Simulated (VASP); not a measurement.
Crystal: Sr3Be.

```
Sr Be
1.0
    -2.27919    2.27919    5.09117
     2.27919   -2.27919    5.09117
     2.27919    2.27919   -5.09117
Sr Be
3 1
Direct
  0.50000 0.50000 0.00000
  0.25000 0.75000 0.50000
  0.75000 0.25000 0.50000
  0.00000 0.00000 0.00000
```

| Item | Value |
| --- | --- |
| Program | VASP 6.6.1 |
| Task | relaxation of cell and atoms |
| Functional | PBE |
| Potentials or basis | VASP PAW PBE potentials, release 64 (Sr_sv, Be) |
| Cutoff | 600 eV |
| k mesh | 6 × 6 × 6 |
| Occupations | gaussian, width 0.1 eV |
| Spin | no spin polarisation |

At the start: pressure 10.9 GPa; volume 26.45 Å³/atom.

Q: Where does the relaxation end?

A: Over 8 steps the energy falls by 334.4 meV/atom and the volume is 39.38 Å³/atom (+48.9 %); space group I4/mmm (No. 139, to 0.1 Å) before and after.

Step by step:
```
step  energy change (eV)  largest force (eV/Å)  pressure (GPa)  volume (Å³)
   1              0.0000                0.0000           10.92       105.79
   2             -1.1571                0.0000            2.69       135.84
   3             -1.3160                0.0000            0.62       151.61
   4             -1.3291                0.0000            0.05       157.55
   5             -1.3292                0.0000           -0.06       158.73
   6             -1.3312                0.0000           -0.06       158.63
   7             -1.3353                0.0000           -0.05       158.30
   8             -1.3376                0.0000           -0.05       157.52
```

Final structure:
```
Sr Be
1.0
    -2.68583    2.68583    5.45900
     2.68583   -2.68583    5.45900
     2.68583    2.68583   -5.45900
Sr Be
3 1
Cartesian
  0.0000 0.0000 5.4590
  2.6858 0.0000 2.7295
  0.0000 2.6858 2.7295
  0.0000 0.0000 0.0000
```

Caveat: the volume moved by over 15 % at a fixed basis, so the end points are rough.
